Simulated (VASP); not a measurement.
# InP (Pm-3m) in VASP: settings compared, part 2 of 2

VASP 6.6.1. Earlier steps stand in the parts before.

## (5) Single point, PBEsol

The input, INCAR:

```
PREC = Accurate ; ENCUT = 500
EDIFF = 1E-6 ; ISMEAR = -1
SIGMA = 0.05 ; LREAL = F
LASPH = T ; NELM = 120
ALGO = Normal ; ISIF = 2
LWAVE = F ; LCHARG = F
GGA = PS ; NBANDS = 16
GGA_COMPAT = F
```

The input, KPOINTS:

```
Automatic mesh
0
Gamma
  6 6 6
```

The input, POSCAR:

```
InP
1.0
    3.4133991310      0.0000000000      0.0000000000
    0.0000000000      3.4133991310      0.0000000000
    0.0000000000      0.0000000000      3.4133991310
In P
1 1
Direct
    0.0000000000      0.0000000000      0.0000000000
    0.5000000000      0.5000000000      0.5000000000
```

Potentials or basis: VASP PAW PBE potentials, release 64 (In_d, P).

Launch:

```console
> cat potpaw_PBE.64/In_d/POTCAR potpaw_PBE.64/P/POTCAR > POTCAR
> mpirun -np 1 vasp_std > vasp.out
```

OUTCAR:

```text
PREC = Accurate
   ENCUT = 500
   EDIFF = 1E-6
   ISMEAR = -1
   LREAL = F
   LASPH = T
   NELM = 120
   ISIF = 2
   GGA = PS

 ion  position               nearest neighbor table
   1  0.000  0.000  0.000-   2 2.96   2 2.96   2 2.96   2 2.96   2 2.96   2 2.96   2 2.96   2 2.96

   2  0.500  0.500  0.500-   1 2.96   1 2.96   1 2.96   1 2.96   1 2.96   1 2.96   1 2.96   1 2.96

  LATTYP: Found a simple cubic cell.
 ALAT       =     3.4133991310

  Lattice vectors:

 A1 = (   3.4133991310,   0.0000000000,   0.0000000000)
 A2 = (   0.0000000000,   3.4133991310,   0.0000000000)
 A3 = (   0.0000000000,   0.0000000000,   3.4133991310)

Analysis of symmetry for initial positions (statically):
=====================================================================
 Subroutine PRICEL returns:
 Original cell was already a primitive cell.

 Routine SETGRP: Setting up the symmetry group for a
 simple cubic supercell.

 Subroutine GETGRP returns: Found 48 space group operations
 (whereof 48 operations were pure point group operations)
 out of a pool of 48 trial point group operations.

The static configuration has the point symmetry O_h .

Analysis of symmetry for dynamics (positions and initial velocities):
=====================================================================
 Subroutine PRICEL returns:
 Original cell was already a primitive cell.

 Routine SETGRP: Setting up the symmetry group for a
 simple cubic supercell.

 Subroutine GETGRP returns: Found 48 space group operations
 (whereof 48 operations were pure point group operations)
 out of a pool of 48 trial point group operations.

The dynamic configuration has the point symmetry O_h .

 Subroutine INISYM returns: Found 48 space group operations
 (whereof 48 operations are pure point group operations),
[... 105 lines left out ...]
   EFERMI =   0.00;   METHOD = LEGACY
   ISMEAR =    -1;   SIGMA  =   0.05  broadening in eV -4-tet -1-fermi 0-gaus
   EFERMI_NEDOS =   21; number of points for ismear=-14 and -15
   IALGO  =     38    algorithm
   IMIX   =      4    mixing-type and parameters
     AMIX     =   0.40;   BMIX     =  1.00
     AMIX_MAG =   1.60;   BMIX_MAG =  1.00
  volume/ion in A,a.u.               =      19.89       134.19
  Fermi-wavevector in a.u.,A,eV,Ry     =   1.256932  2.375258 21.495560  1.579879
  Thomas-Fermi vector in A             =   2.390616
   LORBIT       =      0    0 simple, 1 ext, 2 COOP (PROOUT), +10 PAW based schemes
   GGA     = PS    functional components
   LHFCALC =     F    Hartree Fock is set to
   AEXX    =    0.0000 exact exchange contribution
   IVDW    =     0    specifies the selected vdW correction
   LEPSILON=     F    determine dielectric tensor
   LRPA    =     F    only Hartree local field effects (RPA)
 non-spin polarized calculation
  energy-cutoff  :      500.00
  volume of cell :       39.77
 maximum number of plane-waves:      1024
 NGX is ok and might be reduce to    28
   NGX = 13   NGY = 13   NGZ = 13

 number of electron      17.9999992 magnetization

 Free energy of the ion-electron system (eV)
  ---------------------------------------------------
  ext. energy  EPLUGINS =         0.00000000
  ---------------------------------------------------
  free energy    TOTEN  =        -8.12841425 eV

  energy without entropy =       -8.11819030  energy(sigma->0) =       -8.12330228

 E-fermi :   8.0948     XC(G=0): -10.9830

 val. band max:        7.9253212484   @ k =   0.3333   0.3333   0.0000
 cond. band min:       8.1533209498   @ k =   0.5000   0.5000   0.1667
 fundamental gap:      0.2279997013
 Fermi energy:         8.0947592381

 k-point     1 :       0.0000    0.0000    0.0000
  band No.  band energies     occupation
      1      -6.4228      2.00000
      2      -6.4228      2.00000
      3      -6.1211      2.00000
      4      -6.1211      2.00000
      5      -6.1211      2.00000
      6      -4.5896      2.00000
[... 357 lines left out ...]
      3      -6.3844      2.00000
      4      -5.9951      2.00000
      5      -5.9951      2.00000
      6      -0.1788      2.00000
[... 8 lines left out ...]
     15      25.3287      0.00000
     16      25.7767      0.00000

------------------------ aborting loop because EDIFF is reached ----------------------------------------

  FORCE on cell =-STRESS in cart. coord.  units (eV):
  Direction    XX          YY          ZZ          XY          YZ          ZX
  --------------------------------------------------------------------------------------
  -------------------------------------------------------------------------------------
  Total       -0.5328207     -0.5328207     -0.5328207     -0.0000000     -0.0000000      0.0000000
  in kB      -21.4649773    -21.4649773    -21.4649773     -0.0000000     -0.0000000      0.0000000
  external PRESSURE =     -21.4649773 kB  Pullay stress =       0.0000000 kB

 VOLUME and BASIS-vectors are now :
 -----------------------------------------------------------------------------
  energy-cutoff  :      500.00
  volume of cell :       39.77
      direct lattice vectors                 reciprocal lattice vectors
     3.413399131  0.000000000  0.000000000     0.292963103  0.000000000  0.000000000
     0.000000000  3.413399131  0.000000000     0.000000000  0.292963103  0.000000000
     0.000000000  0.000000000  3.413399131     0.000000000  0.000000000  0.292963103

 POSITION                                       TOTAL-FORCE (eV/Angst)
 -----------------------------------------------------------------------------------
      0.00000      0.00000      0.00000         0.000000      0.000000      0.000000
      1.70670      1.70670      1.70670         0.000000      0.000000      0.000000
 -----------------------------------------------------------------------------------
    total drift:                               -0.000000      0.000000     -0.000000

  FREE ENERGIE OF THE ION-ELECTRON SYSTEM (eV)
  ---------------------------------------------------
  free  energy   TOTEN  =        -8.1284142528 eV

  energy  without entropy=       -8.1181902987  energy(sigma->0) =       -8.12330228
```

stdout:

```text
POSCAR found type information on POSCAR InP
 POSCAR found :  2 types and       2 ions
 scaLAPACK will be used
 -----------------------------------------------------------------------------
|                                                                             |
|                                                                             |
|     You enforced a specific xc type in the INCAR file but a different       |
|     I HOPE YOU KNOW WHAT YOU ARE DOING!                                     |
|                                                                             |
 -----------------------------------------------------------------------------

 LDA part: xc-table for (Slater+PW92), standard interpolation
 POSCAR, INCAR and KPOINTS ok, starting setup
 FFT: planning ... GRIDC
 FFT: planning ... GRID_SOFT
 FFT: planning ... GRID
 WAVECAR not read
 entering main loop
```

Wall time 11 s (1 thread of AMD EPYC 9R45 (Zen 5), shared host); peak memory 0.12 GiB.

What came out:

| Property | Result |
| --- | --- |
| Free energy | -8.1284 eV |
| Pressure | -2.1 GPa |
| Band gap on the k mesh | zero (band 9 reaches 9.02 eV, above the bottom of band 10 at 6.47 eV) |

Levels at points of the mesh, in eV from the Fermi level:
```
           k point  band 7  band 8  band 9  band 10  band 11  band 12
(0.00, 0.00, 0.00)   -1.44   -0.89   -0.89    -0.89     4.68     4.68
(0.50, 0.00, 0.00)   -7.69    0.84    0.84     2.69     3.77     5.04
(0.50, 0.50, 0.00)   -5.00   -5.00   -3.83     1.23     6.78     6.78
(0.50, 0.50, 0.50)   -2.33   -2.33   -2.33    -0.60    -0.34    -0.34
```

Caveat: the PAW data sets were made with another functional, which shifts forces and pressure a little; spin-orbit coupling is left out, which moves the levels of the heavy elements.

## (6) The runs side by side

| level | k mesh | cutoff (eV) | smearing | gap on the mesh (eV) | pressure (GPa) |
| --- | --- | --- | --- | --- | --- |
| PBEsol | 6 × 6 × 6 | 520 | methfessel-paxton 0.001 eV | none | -2.1 |
| r2SCAN | 6 × 6 × 6 | 520 | fermi-dirac 0.02 eV | none | 0.1 |
| PBEsol | 4 × 4 × 4 | 500 | fermi-dirac 0.02 eV | none | -2.0 |
| PBEsol | 6 × 6 × 6 | 500 | fermi-dirac 0.05 eV | none | -2.1 |

Alike in all rows: task single point; potentials or basis VASP PAW PBE potentials, release 64 (In_d, P); no spin polarisation; cell as given.

Caveats: some runs use coarse meshes; the PAW data sets were made with another functional, which shifts forces and pressure a little; spin-orbit coupling is left out, which moves the levels of the heavy elements.

Total energies depend on the potentials used, so only differences within one code and one set of settings carry meaning.
